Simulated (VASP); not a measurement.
# W in VASP: notebook

W is run at these levels: LDA; tasks: single point.

Everything below comes from runs of VASP 6.6.1. Logs are shortened: lines on timing, memory, paths and dates and some standing lists are left out, and cuts for length are marked.

### Step 1. The cell of the first run

The cell holds a slab with vacuum, 3 atoms: a = 3.135 Å, b = 3.135 Å, c = 19.135 Å, α = 90.00°, β = 90.00°, γ = 90.00°.

### Step 2. Single point, LDA

INCAR reads:

```
SYSTEM = W
  PREC = Accurate
  ENCUT = 520
  EDIFF = 1E-7
  ISMEAR = -1
  SIGMA = 0.08
  LREAL = .FALSE.
  LASPH = .TRUE.
  NELM = 80
  ALGO = Normal
  ISIF = 2
  LWAVE = .FALSE.
  LCHARG = .FALSE.
  LDIPOL = .TRUE.
  IDIPOL = 3
  DIPOL = 0.5 0.5 0.500
  NBANDS = 28
```

KPOINTS reads:

```
Automatic mesh
0
G
  13 13 1
  0 0 0
```

POSCAR reads:

```
W
1.0
    3.1348320012      0.0000000000      0.0000000000
    0.0000000000      3.1348320012      0.0000000000
    0.0000000000      0.0000000000     19.1348000000
W
3
Direct
    0.0000000000      0.0000000000      0.4180855823
    0.5000000000      0.5000000000      0.5000000000
    0.0000000000      0.0000000000      0.5819144177
```

Potentials or basis: VASP PAW LDA potentials, release 64 (W_sv).

Run with:

```console
$ cat potpaw_LDA.64/W_sv/POTCAR > POTCAR
$ mpirun -np 1 vasp_std > vasp.out
```

OUTCAR:

```text
SYSTEM = W
   PREC = Accurate
   ENCUT = 520
   EDIFF = 1E-7
   ISMEAR = -1
   LREAL = .FALSE.
   LASPH = .TRUE.
   NELM = 80
   ISIF = 2

 ion  position               nearest neighbor table
   1  0.000  0.000  0.418-   2 2.71   2 2.71   2 2.71   2 2.71   3 3.13
   2  0.500  0.500  0.500-   1 2.71   3 2.71   1 2.71   3 2.71   1 2.71   3 2.71   1 2.71   3 2.71

   3  0.000  0.000  0.582-   2 2.71   2 2.71   2 2.71   2 2.71   1 3.13

  LATTYP: Found a simple tetragonal cell.
 ALAT       =     3.1348320012
 C/A-ratio  =     6.1039315640

  Lattice vectors:

 A1 = (   3.1348320012,   0.0000000000,   0.0000000000)
 A2 = (   0.0000000000,   3.1348320012,   0.0000000000)
 A3 = (   0.0000000000,   0.0000000000,  19.1348000000)

Analysis of symmetry for initial positions (statically):
=====================================================================
 Subroutine PRICEL returns:
 Original cell was already a primitive cell.

 Routine SETGRP: Setting up the symmetry group for a
 simple tetragonal supercell.

 Subroutine GETGRP returns: Found 16 space group operations
 (whereof 16 operations were pure point group operations)
 out of a pool of 16 trial point group operations.

The static configuration has the point symmetry D_4h.

Analysis of symmetry for dynamics (positions and initial velocities):
=====================================================================
 Subroutine PRICEL returns:
 Original cell was already a primitive cell.

 Routine SETGRP: Setting up the symmetry group for a
 simple tetragonal supercell.

 Subroutine GETGRP returns: Found 16 space group operations
 (whereof 16 operations were pure point group operations)
 out of a pool of 16 trial point group operations.

The dynamic configuration has the point symmetry D_4h.

 Subroutine INISYM returns: Found 16 space group operations
 (whereof 16 operations are pure point group operations),
 and found     1 'primitive' translations

----------------------------------------------------------------------------------------

                                     Primitive cell

  volume of cell :     188.0410

  direct lattice vectors                    reciprocal lattice vectors
     3.134832001  0.000000000  0.000000000     0.318996361  0.000000000  0.000000000
     0.000000000  3.134832001  0.000000000     0.000000000  0.318996361  0.000000000
     0.000000000  0.000000000 19.134800000     0.000000000  0.000000000  0.052260802

  length of vectors
     3.134832001  3.134832001 19.134800000     0.318996361  0.318996361  0.052260802

  position of ions in fractional coordinates (direct lattice)
     0.000000000  0.000000000  0.418085582
     0.500000000  0.500000000  0.500000000
     0.000000000  0.000000000  0.581914418

  ion indices of the primitive-cell ions
   primitive index   ion index
                 1           1
                 2           2
                 3           3

----------------------------------------------------------------------------------------

 KPOINTS: Automatic mesh

Automatic generation of k-mesh.
 Grid dimensions read from file:
 generate k-points for:   13   13    1

 Generating k-lattice:

  Cartesian coordinates                     Fractional coordinates (reciprocal lattice)
     0.024538182  0.000000000  0.000000000     0.076923077  0.000000000  0.000000000
     0.000000000  0.024538182  0.000000000     0.000000000  0.076923077  0.000000000
     0.000000000  0.000000000  0.052260802     0.000000000  0.000000000  1.000000000

  Length of vectors
     0.024538182  0.024538182  0.052260802

  Shift w.r.t. Gamma in fractional coordinates (k-lattice)
     0.000000000  0.000000000  0.000000000

 Subroutine IBZKPT returns following result:
 ===========================================

 Found     28 irreducible k-points:

 Following reciprocal coordinates:
            Coordinates               Weight
  0.000000  0.000000  0.000000      1.000000
  0.076923  0.000000  0.000000      4.000000
  0.153846  0.000000  0.000000      4.000000
  0.230769  0.000000  0.000000      4.000000
  0.307692  0.000000  0.000000      4.000000
  0.384615  0.000000  0.000000      4.000000
[... 16 lines left out ...]
  0.307692  0.307692  0.000000      4.000000
  0.384615  0.307692  0.000000      8.000000
 [... further k-points ...]
   k-points           NKPTS =     28   k-points in BZ     NKDIM =     28   number of bands    NBANDS=     28
   number of dos      NEDOS =    301   number of ions     NIONS =      3
   total plane-waves  NPLWV =  82944
   dimension x,y,z NGX =    24 NGY =   24 NGZ =  144
   dimension x,y,z NGXF=    48 NGYF=   48 NGZF=  288
   ions per type =               3
   NGX,Y,Z   is equivalent  to a cutoff of  12.73, 12.73, 12.51 a.u.
   NGXF,Y,Z  is equivalent  to a cutoff of  25.46, 25.46, 25.02 a.u.
 SYSTEM =  W
   PREC   = accura    normal or accurate (medium, high low for compatibility)
   ISTART =      0    job   : 0-new  1-cont  2-samecut
   ICHARG =      2    charge: 1-file 2-atom 10-const
   ISPIN  =      1    spin polarized calculation?
   LNONCOLLINEAR =      F non collinear calculations
   LSORBIT =      F    spin-orbit coupling
   LASPH  =      T    aspherical Exc in radial PAW
   ENCUT  =  520.0 eV  38.22 Ry    6.18 a.u.   5.83  5.83 35.58*2*pi/ulx,y,z
   NELM   =     80;   NELMIN=  2; NELMDL= -5     # of ELM steps
   EDIFF  = 0.1E-06   stopping-criterion for ELM
   LREAL  =      F    real-space projection
   EDIFFG = 0.1E-05   stopping-criterion for IOM
   NSW    =      0    number of steps for IOM
   IBRION =     -1    ionic relax: 0-MD 1-quasi-New 2-CG
   NFREE  =      0    steps in history (QN), initial steepest desc. (CG)
   ISIF   =      2    stress and relaxation
   ISYM   =      2    0-nonsym 1-usesym 2-fastsym
   POTIM  = 0.5000    time-step for ionic-motion
   TEBEG  =    0.0;   TEEND  =   0.0 temperature during run
   PSTRESS=    0.0 pullay stress
   NELECT =      42.0000    total number of electrons
   NUPDOWN=      -1.0000    fix difference up-down
   EMIN   =  10.00;   EMAX   =-10.00  energy-range for DOS
   EFERMI =   0.00;   METHOD = LEGACY
   ISMEAR =    -1;   SIGMA  =   0.08  broadening in eV -4-tet -1-fermi 0-gaus
   EFERMI_NEDOS =   21; number of points for ismear=-14 and -15
   IALGO  =     38    algorithm
   IMIX   =      4    mixing-type and parameters
     AMIX     =   0.40;   BMIX     =  1.00
     AMIX_MAG =   1.60;   BMIX_MAG =  1.00
  volume/ion in A,a.u.               =      62.68       422.99
  Fermi-wavevector in a.u.,A,eV,Ry     =   0.993285  1.877036 13.423707  0.986615
  Thomas-Fermi vector in A             =   2.125156
   LORBIT       =      0    0 simple, 1 ext, 2 COOP (PROOUT), +10 PAW based schemes
   GGA     = CA    functional components
   LHFCALC =     F    Hartree Fock is set to
   AEXX    =    0.0000 exact exchange contribution
   IVDW    =     0    specifies the selected vdW correction
   LEPSILON=     F    determine dielectric tensor
   LRPA    =     F    only Hartree local field effects (RPA)
 non-spin polarized calculation
  energy-cutoff  :      520.00
  volume of cell :      188.04
 maximum number of plane-waves:      5126
 NGX is ok and might be reduce to    24
   NGX = 11   NGY = 11   NGZ = 71

 number of electron      42.0000006 magnetization

 dipolmoment           0.000000      0.000000      0.000000 electrons x Angstroem

 Free energy of the ion-electron system (eV)
  ---------------------------------------------------
  ext. energy  EPLUGINS =         0.00000000
  ---------------------------------------------------
  free energy    TOTEN  =       -36.55469348 eV

  energy without entropy =      -36.45191186  energy(sigma->0) =      -36.50330267

 E-fermi :  -0.4927     XC(G=0):  -4.8229

 val. band max:       -0.5198586333   @ k =   0.1538   0.0000   0.0000
 cond. band min:      -0.4914870448   @ k =   0.3077   0.2308   0.0000
 fundamental gap:      0.0283715886
 Fermi energy:        -0.4927290036

 k-point     1 :       0.0000    0.0000    0.0000
  band No.  band energies     occupation
      1     -74.1745      2.00000
      2     -74.1263      2.00000
      3     -73.9233      2.00000
      4     -38.8714      2.00000
      5     -38.7442      2.00000
      6     -38.7385      2.00000
[... 20 lines left out ...]
     27       2.7447      0.00000
     28       2.7645      0.00000

 k-point     2 :       0.0769    0.0000    0.0000
  band No.  band energies     occupation
      1     -74.1719      2.00000
      2     -74.1258      2.00000
      3     -73.9247      2.00000
      4     -38.8715      2.00000
      5     -38.8297      2.00000
      6     -38.7275      2.00000
[... 20 lines left out ...]
     27       2.3540      0.00000
     28       2.7440      0.00000

 k-point     3 :       0.1538    0.0000    0.0000
  band No.  band energies     occupation
      1     -74.1644      2.00000
      2     -74.1242      2.00000
      3     -73.9290      2.00000
      4     -38.9226      2.00000
      5     -38.8760      2.00000
      6     -38.6954      2.00000
[... 20 lines left out ...]
     27       1.6720      0.00000
     28       2.5948      0.00000

 k-point     4 :       0.2308    0.0000    0.0000
  band No.  band energies     occupation
      1     -74.1533      2.00000
      2     -74.1219      2.00000
      3     -73.9356      2.00000
      4     -39.0106      2.00000
      5     -38.8955      2.00000
      6     -38.6444      2.00000
[... 578 lines left out ...]
     27       2.8856      0.00000
     28       3.2528      0.00000

 k-point    23 :       0.3077    0.3077    0.0000
  band No.  band energies     occupation
      1     -74.1234      2.00000
      2     -74.1126      2.00000
      3     -73.9469      2.00000
      4     -39.0125      2.00000
      5     -38.9903      2.00000
      6     -38.8183      2.00000
[... 20 lines left out ...]
     27       2.4154      0.00000
     28       3.3168      0.00000

 k-point    24 :       0.3846    0.3077    0.0000
  band No.  band energies     occupation
      1     -74.1181      2.00000
      2     -74.1106      2.00000
      3     -73.9481      2.00000
      4     -39.0681      2.00000
      5     -38.9903      2.00000
      6     -38.8001      2.00000
[... 20 lines left out ...]
     27       2.7277      0.00000
     28       3.2590      0.00000

 [... further k-points ...]

------------------------ aborting loop because EDIFF is reached ----------------------------------------

 vacuum level on the upper side and lower side of the slab       (xc-potential included)        -0.085        -0.085

  FORCE on cell =-STRESS in cart. coord.  units (eV):
  Direction    XX          YY          ZZ          XY          YZ          ZX
  --------------------------------------------------------------------------------------
  -------------------------------------------------------------------------------------
  Total       -9.5219239     -9.5219239     -5.0486634      0.0000000     -0.0000000      0.0000000
  in kB      -81.1302504    -81.1302504    -43.0164462      0.0000000     -0.0000000      0.0000000
  external PRESSURE =     -68.4256490 kB  Pullay stress =       0.0000000 kB

 VOLUME and BASIS-vectors are now :
 -----------------------------------------------------------------------------
  energy-cutoff  :      520.00
  volume of cell :      188.04
      direct lattice vectors                 reciprocal lattice vectors
     3.134832001  0.000000000  0.000000000     0.318996361  0.000000000  0.000000000
     0.000000000  3.134832001  0.000000000     0.000000000  0.318996361  0.000000000
     0.000000000  0.000000000 19.134800000     0.000000000  0.000000000  0.052260802

 POSITION                                       TOTAL-FORCE (eV/Angst)
 -----------------------------------------------------------------------------------
      0.00000      0.00000      7.99998        -0.000000      0.000000      1.600371
      1.56742      1.56742      9.56740        -0.000000      0.000000     -0.000000
      0.00000      0.00000     11.13482         0.000000     -0.000000     -1.600371
 -----------------------------------------------------------------------------------
    total drift:                                0.000000      0.000000     -0.000000

  FREE ENERGIE OF THE ION-ELECTRON SYSTEM (eV)
  ---------------------------------------------------
  free  energy   TOTEN  =       -36.5546934844 eV

  energy  without entropy=      -36.4519118598  energy(sigma->0) =      -36.50330267

 vacuum level on the upper side and lower side of the slab         4.098         4.098
```

Wall time 5.5 min (1 thread of AMD EPYC 7R43 (Zen 3), shared host); peak memory 0.25 GiB.

What came out:

| Item | Value |
| --- | --- |
| Free energy | -36.5547 eV |
| Largest force | 1.600 eV/Å |
| Band gap on the k mesh | zero (band 21 reaches 0.68 eV, above the bottom of band 22 at -0.75 eV) |

Forces on the atoms (eV/Å):
```
W    0.000  0.000  1.600
W    0.000  0.000  0.000
W    0.000  0.000 -1.600
```

Caveat: spin-orbit coupling is left out, which moves the levels of the heavy elements.

### Step 3. Single point, LDA

INCAR reads:

```
SYSTEM = W
PREC = Accurate
ENCUT = 520
EDIFF = 1E-6
ISMEAR = -1
SIGMA = 0.08
LREAL = .FALSE.
LASPH = .TRUE.
NELM = 60
ALGO = Normal
ISIF = 2
LWAVE = .FALSE.
LCHARG = .TRUE.
LDIPOL = .TRUE.
IDIPOL = 3
DIPOL = 0.5 0.5 0.500
GGA = CA
LELF = .TRUE.
LVHAR = .TRUE.
LVACPOTAV = .TRUE.
NBANDS = 28
```

KPOINTS reads:

```
regular mesh
0
G
  13 13 1
  0 0 0
```

POSCAR reads:

```
W
1.0
    3.1348320012      0.0000000000      0.0000000000
    0.0000000000      3.1348320012      0.0000000000
    0.0000000000      0.0000000000     19.1348000000
W
3
Direct
    0.0000000000      0.0000000000      0.4249572345
    0.5000000000      0.5000000000      0.4999999971
    0.0000000000      0.0000000000      0.5750427685
```

Potentials or basis: VASP PAW LDA potentials, release 64 (W_sv).

Run with:

```console
$ cat potpaw_LDA.64/W_sv/POTCAR > POTCAR
$ mpirun -np 1 vasp_std > vasp.out
```

OUTCAR:

```text
SYSTEM = W
   PREC = Accurate
   ENCUT = 520
   EDIFF = 1E-6
   ISMEAR = -1
   LREAL = .FALSE.
   LASPH = .TRUE.
   NELM = 60
   ISIF = 2
   GGA = CA

 ion  position               nearest neighbor table
   1  0.000  0.000  0.425-   2 2.64   2 2.64   2 2.64   2 2.64   3 2.87
   2  0.500  0.500  0.500-   1 2.64   1 2.64   1 2.64   1 2.64   3 2.64   3 2.64   3 2.64   3 2.64

   3  0.000  0.000  0.575-   2 2.64   2 2.64   2 2.64   2 2.64   1 2.87

  LATTYP: Found a simple tetragonal cell.
 ALAT       =     3.1348320012
 C/A-ratio  =     6.1039315640

[... 936 lines left out ...]

 [... further k-points ...]
[... 5 lines left out ...]
  --------------------------------------------------------------------------------------
  -------------------------------------------------------------------------------------
  Total       -4.8349800     -4.8349800      0.3687071      0.0000000      0.0000000      0.0000000
  in kB      -41.1957862    -41.1957862      3.1415186      0.0000000      0.0000000      0.0000000
  external PRESSURE =     -26.4166846 kB  Pullay stress =       0.0000000 kB

 VOLUME and BASIS-vectors are now :
 -----------------------------------------------------------------------------
  energy-cutoff  :      520.00
  volume of cell :      188.04
      direct lattice vectors                 reciprocal lattice vectors
     3.134832001  0.000000000  0.000000000     0.318996361  0.000000000  0.000000000
     0.000000000  3.134832001  0.000000000     0.000000000  0.318996361  0.000000000
     0.000000000  0.000000000 19.134800000     0.000000000  0.000000000  0.052260802

 POSITION                                       TOTAL-FORCE (eV/Angst)
 -----------------------------------------------------------------------------------
      0.00000      0.00000      8.13147        -0.000000      0.000000     -0.139402
      1.56742      1.56742      9.56740         0.000000      0.000000      0.000000
      0.00000      0.00000     11.00333         0.000000     -0.000000      0.139402
 -----------------------------------------------------------------------------------
    total drift:                                0.000000      0.000000      0.000014

  FREE ENERGIE OF THE ION-ELECTRON SYSTEM (eV)
  ---------------------------------------------------
  free  energy   TOTEN  =       -36.7539930293 eV

  energy  without entropy=      -36.6422604904  energy(sigma->0) =      -36.69812676

 vacuum level on the upper side and lower side of the slab         4.113         4.113
```

stdout:

```text
POSCAR found type information on POSCAR W
 POSCAR found :  1 types and       3 ions
 scaLAPACK will be used
 LDA part: xc-table for (Slater(with rela. corr.)+CA(PZ))
 , standard interpolation
 POSCAR, INCAR and KPOINTS ok, starting setup
 FFT: planning ... GRIDC
 FFT: planning ... GRID_SOFT
 FFT: planning ... GRID
 WAVECAR not read
 entering main loop
 -----------------------------------------------------------------------------
|                                                                             |
|           W    W    AA    RRRRR   N    N  II  N    N   GGGG   !!!           |
|           W    W   A  A   R    R  NN   N  II  NN   N  G    G  !!!           |
|           W    W  A    A  R    R  N N  N  II  N N  N  G       !!!           |
|           W WW W  AAAAAA  RRRRR   N  N N  II  N  N N  G  GGG   !            |
|           WW  WW  A    A  R   R   N   NN  II  N   NN  G    G                |
|           W    W  A    A  R    R  N    N  II  N    N   GGGG   !!!           |
|                                                                             |
|     Did not find any points to average over, which means that no vacuum     |
|     field-free region was found. Please increase the size of  your cell     |
|     in the dimension of the dipole correction to obtain accurate            |
|     workfunction values.                                                    |
|                                                                             |
 -----------------------------------------------------------------------------
```

Run time: 4.6 min. Hardware: 1 thread of AMD EPYC 7R43 (Zen 3), shared host; peak memory 0.25 GiB.

Results:

```
Free energy            : -36.7540 eV
Largest force          : 0.139 eV/Å
Band gap on the k mesh : zero (band 21 reaches 0.61 eV, above the bottom of band 22 at -0.80 eV)
```

Forces in eV/Å, atoms in the order of the input:
```
W    0.000  0.000 -0.139
W    0.000  0.000  0.000
W    0.000  0.000  0.139
```

Levels at points of the mesh, in eV from the Fermi level:
```tsv
k point	band 19	band 20	band 21	band 22	band 23	band 24
(0.00, 0.00, 0.00)	-0.84	-0.84	-0.46	-0.17	-0.06	-0.06
```

Caveat: spin-orbit coupling is left out, which moves the levels of the heavy elements.

### Step 4. Single point, LDA

INCAR reads:

```
  ALGO = Normal
  DIPOL = 0.5 0.5 0.500
  EDIFF = 1E-7
  ENCUT = 520
  GGA = CA
  IDIPOL = 3
  ISIF = 2
  ISMEAR = -1
  LASPH = T
  LCHARG = F
  LDIPOL = T
  LREAL = F
  LWAVE = F
  NBANDS = 28
  NELM = 100
  PREC = Accurate
  SIGMA = 0.08
```

KPOINTS reads:

```
k-points
0
Gamma
  13 13 1
```

POSCAR is that of step 3.

Run with:

```console
$ cat potpaw_LDA.64/W_sv/POTCAR > POTCAR
$ mpirun -np 1 vasp_std > vasp.out
```

Run time: 5.2 min. Hardware: 1 thread of AMD EPYC 7R43 (Zen 3), shared host; peak memory 0.25 GiB.

The run converged. Its results:

* Free energy: -36.7540 eV
* Largest force: 0.139 eV/Å
* Band gap on the k mesh: zero (band 21 reaches 0.61 eV, above the bottom of band 22 at -0.80 eV)

Forces on the atoms (eV/Å):
```
W    0.000  0.000 -0.139
W    0.000  0.000  0.000
W    0.000  0.000  0.139
```

Levels at points of the mesh, in eV from the Fermi level:
```tsv
k point	band 18	band 19	band 20	band 21	band 22	band 23	band 24	band 25
(0.00, 0.00, 0.00)	-1.07	-0.84	-0.84	-0.46	-0.17	-0.06	-0.06	1.30
```

Caveat: spin-orbit coupling is left out, which moves the levels of the heavy elements.
